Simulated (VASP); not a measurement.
# Te (Im-3m) in VASP: notebook, part 2 of 2

VASP 6.6.1. Earlier steps stand in the parts before.

## (3) Single point, PBE (12.30 Å³/atom)

INCAR

```
SYSTEM = Te
  PREC = Accurate
  ENCUT = 520
  EDIFF = 1E-7
  ISMEAR = -1
  SIGMA = 0.05
  LREAL = .False.
  LASPH = .True.
  NELM = 60
  ALGO = Normal
  ISIF = 2
  LWAVE = .False.
  LCHARG = .False.
  GGA = PE
  NBANDS = 9
```

KPOINTS

```
regular mesh
0
Gamma
  14 14 14
  0 0 0
```

POSCAR

```
Te
1.0
   -1.4541412665      1.4541412665      1.4541412665
    1.4541412665     -1.4541412665      1.4541412665
    1.4541412665      1.4541412665     -1.4541412665
Te
1
Direct
    0.0000000000      0.0000000000      0.0000000000
```

Potentials or basis: VASP PAW PBE potentials, release 64 (Te).

Run with:

```
$ cat potpaw_PBE.64/Te/POTCAR > POTCAR
$ mpirun -np 1 vasp_std > vasp.out
```

OUTCAR:

```text
SYSTEM = Te
   PREC = Accurate
   ENCUT = 520
   EDIFF = 1E-7
   ISMEAR = -1
   LREAL = .False.
   LASPH = .True.
   NELM = 60
   ISIF = 2
   GGA = PE

 ion  position               nearest neighbor table
   1  0.000  0.000  0.000-

  LATTYP: Found a body centered cubic cell.
 ALAT       =     2.9082825330

  Lattice vectors:

 A1 = (  -1.4541412665,   1.4541412665,   1.4541412665)
 A2 = (   1.4541412665,  -1.4541412665,   1.4541412665)
 A3 = (   1.4541412665,   1.4541412665,  -1.4541412665)

Analysis of symmetry for initial positions (statically):
[... 456 lines left out ...]
      2      12.9887      2.00000
      3      15.6037      2.00000
      4      25.9398      0.00000
      5      35.7105      0.00000
      6      37.1852      0.00000
      7      39.8922      0.00000
      8      44.2914      0.00000
      9      47.6665      0.00000

 [... further k-points ...]
[... 5 lines left out ...]
  --------------------------------------------------------------------------------------
  -------------------------------------------------------------------------------------
  Total       25.1171847     25.1171847     25.1171847     -0.0000000      0.0000000      0.0000000
  in kB     3271.9130420   3271.9130420   3271.9130420     -0.0000000      0.0000000      0.0000000
  external PRESSURE =    3271.9130420 kB  Pullay stress =       0.0000000 kB

 VOLUME and BASIS-vectors are now :
 -----------------------------------------------------------------------------
  energy-cutoff  :      520.00
  volume of cell :       12.30
      direct lattice vectors                 reciprocal lattice vectors
    -1.454141266  1.454141266  1.454141266     0.000000000  0.343845548  0.343845548
     1.454141266 -1.454141266  1.454141266     0.343845548  0.000000000  0.343845548
     1.454141266  1.454141266 -1.454141266     0.343845548  0.343845548  0.000000000

 POSITION                                       TOTAL-FORCE (eV/Angst)
 -----------------------------------------------------------------------------------
      0.00000      0.00000      0.00000         0.000000      0.000000      0.000000
 -----------------------------------------------------------------------------------
    total drift:                                0.000000      0.000000     -0.000000

  FREE ENERGIE OF THE ION-ELECTRON SYSTEM (eV)
  ---------------------------------------------------
  free  energy   TOTEN  =         4.7293636786 eV

  energy  without entropy=        4.7338841433  energy(sigma->0) =        4.73162391
```

Run time: 11 s. Hardware: 1 thread of Intel Xeon 8259CL, shared host; peak memory 0.13 GiB.

What came out:

- Free energy: 4.7294 eV
- Pressure: 327.2 GPa
- Band gap on the k mesh: zero (bands 3 and 4 overlap by 17.18 eV)

Levels at points of the mesh, in eV from the Fermi level:
| k point | band 1 | band 2 | band 3 | band 4 | band 5 | band 6 |
| --- | --- | --- | --- | --- | --- | --- |
| (0.00, 0.00, 0.00) | -24.82 | 9.39 | 9.39 | 9.39 | 10.85 | 10.85 |
| (0.50, 0.00, 0.00) | -14.81 | -14.75 | 0.72 | 2.35 | 6.07 | 8.01 |
| (0.50, 0.50, 0.50) | -7.37 | -7.37 | -7.37 | -4.02 | -1.27 | -1.27 |

Caveat: the cell stands under pressure; spin-orbit coupling is left out, which moves the levels of the heavy elements.

## (4) Single point, PBE (14.30 Å³/atom)

This run uses another cell than the first one, of 14.30 Å³/atom.

INCAR

```
  ALGO = Normal
  EDIFF = 1E-6
  ENCUT = 520
  GGA = PE
  ISIF = 2
  ISMEAR = -1
  LASPH = T
  LCHARG = F
  LREAL = F
  LWAVE = F
  NBANDS = 9
  NELM = 60
  PREC = Accurate
  SIGMA = 0.05
```

KPOINTS

```
k-points
0
Gamma
  14 14 14
```

POSCAR

```
Te
1.0
   -1.5291160573      1.5291160573      1.5291160573
    1.5291160573     -1.5291160573      1.5291160573
    1.5291160573      1.5291160573     -1.5291160573
Te
1
Direct
    0.0000000000      0.0000000000      0.0000000000
```

Potentials or basis: VASP PAW PBE potentials, release 64 (Te).

Run with:

```
$ cat potpaw_PBE.64/Te/POTCAR > POTCAR
$ mpirun -np 1 vasp_std > vasp.out
```

OUTCAR:

```text
EDIFF = 1E-6
   ENCUT = 520
   GGA = PE
   ISIF = 2
   ISMEAR = -1
   LASPH = T
   LREAL = F
   NELM = 60
   PREC = Accurate

 ion  position               nearest neighbor table
   1  0.000  0.000  0.000-

  LATTYP: Found a body centered cubic cell.
 ALAT       =     3.0582321146

  Lattice vectors:

 A1 = (  -1.5291160573,   1.5291160573,   1.5291160573)
 A2 = (   1.5291160573,  -1.5291160573,   1.5291160573)
 A3 = (   1.5291160573,   1.5291160573,  -1.5291160573)

Analysis of symmetry for initial positions (statically):
=====================================================================
 Subroutine PRICEL returns:
 Original cell was already a primitive cell.

 Routine SETGRP: Setting up the symmetry group for a
 body centered cubic supercell.

 Subroutine GETGRP returns: Found 48 space group operations
 (whereof 48 operations were pure point group operations)
 out of a pool of 48 trial point group operations.

The static configuration has the point symmetry O_h .

Analysis of symmetry for dynamics (positions and initial velocities):
[... 154 lines left out ...]
  energy without entropy =        1.58528037  energy(sigma->0) =        1.58375216

 E-fermi :  21.1447     XC(G=0): -13.3891

 val. band max:       21.0707569235   @ k =   0.4286   0.0714   0.0714
 cond. band min:      21.2025768979   @ k =  -0.2857   0.2857   0.1429
 fundamental gap:      0.1318199745
 Fermi energy:        21.1447201793

 k-point     1 :       0.0000    0.0000    0.0000
  band No.  band energies     occupation
      1      -1.1338      2.00000
      2      29.8297      0.00000
      3      29.8297      0.00000
      4      29.8297      0.00000
      5      31.2914      0.00000
      6      31.2914      0.00000
      7      31.2914      0.00000
      8      33.0174      0.00000
      9      33.0174      0.00000
[... 265 lines left out ...]
 k-point    24 :       0.3571    0.2857   -0.0000
  band No.  band energies     occupation
      1       9.0276      2.00000
      2      10.5839      2.00000
      3      12.7197      2.00000
      4      21.9667      0.00000
      5      31.5574      0.00000
      6      33.1101      0.00000
      7      34.0314      0.00000
      8      39.2157      0.00000
      9      42.4144      0.00000

 [... further k-points ...]
[... 5 lines left out ...]
  --------------------------------------------------------------------------------------
  -------------------------------------------------------------------------------------
  Total       16.9659988     16.9659988     16.9659988     -0.0000000     -0.0000000      0.0000000
  in kB     1900.6785628   1900.6785628   1900.6785628     -0.0000000     -0.0000000      0.0000000
  external PRESSURE =    1900.6785628 kB  Pullay stress =       0.0000000 kB

 VOLUME and BASIS-vectors are now :
 -----------------------------------------------------------------------------
  energy-cutoff  :      520.00
  volume of cell :       14.30
      direct lattice vectors                 reciprocal lattice vectors
    -1.529116057  1.529116057  1.529116057     0.000000000  0.326986299  0.326986299
     1.529116057 -1.529116057  1.529116057     0.326986299  0.000000000  0.326986299
     1.529116057  1.529116057 -1.529116057     0.326986299  0.326986299  0.000000000

 POSITION                                       TOTAL-FORCE (eV/Angst)
 -----------------------------------------------------------------------------------
      0.00000      0.00000      0.00000         0.000000     -0.000000     -0.000000
 -----------------------------------------------------------------------------------
    total drift:                                0.000000      0.000000     -0.000000

  FREE ENERGIE OF THE ION-ELECTRON SYSTEM (eV)
  ---------------------------------------------------
  free  energy   TOTEN  =         1.5822239458 eV

  energy  without entropy=        1.5852803656  energy(sigma->0) =        1.58375216
```

Run time: 14 s. Hardware: 1 thread of Intel Xeon 8259CL, shared host; peak memory 0.13 GiB.

Results:

```yaml
Free_energy: 1.5822 eV
Pressure: 190.1 GPa
Band_gap_on_the_k_mesh: zero (bands 3 and 4 overlap by 15.45 eV)
```

Caveat: the cell stands under pressure; spin-orbit coupling is left out, which moves the levels of the heavy elements.

## (5) Single point, PBE (14.30 Å³/atom)

This run uses another cell than the first one, of 14.30 Å³/atom.

INCAR

```
SYSTEM = Te
PREC = Accurate ; ENCUT = 520
EDIFF = 1E-6 ; ISMEAR = -1
SIGMA = 0.05 ; LREAL = .FALSE.
LASPH = .TRUE. ; NELM = 100
ALGO = Normal ; ISIF = 2
LWAVE = .FALSE. ; LCHARG = .FALSE.
GGA = PE ; NBANDS = 9
```

KPOINTS

```
Automatic mesh
0
G
  14 14 14
  0 0 0
```

POSCAR is that of step 4.

Run with:

```
$ cat potpaw_PBE.64/Te/POTCAR > POTCAR
$ mpirun -np 1 vasp_std > vasp.out
```

Wall time 12 s (1 thread of Intel Xeon 8259CL, shared host); peak memory 0.13 GiB.

It converged, with:

```yaml
Free_energy: 1.5822 eV
Pressure: 190.1 GPa
Band_gap_on_the_k_mesh: zero (bands 3 and 4 overlap by 15.45 eV)
```

Levels at points of the mesh, in eV from the Fermi level:
| k point | band 1 | band 2 | band 3 | band 4 | band 5 | band 6 | band 7 |
| --- | --- | --- | --- | --- | --- | --- | --- |
| (0.00, 0.00, 0.00) | -22.28 | 8.68 | 8.68 | 8.68 | 10.15 | 10.15 | 10.15 |
| (0.50, 0.00, 0.00) | -13.89 | -12.89 | 0.45 | 2.66 | 5.91 | 7.13 | 16.22 |
| (0.50, 0.50, 0.50) | -6.46 | -6.46 | -6.46 | -5.47 | -0.58 | -0.58 | 18.15 |

Caveat: the cell stands under pressure; spin-orbit coupling is left out, which moves the levels of the heavy elements.
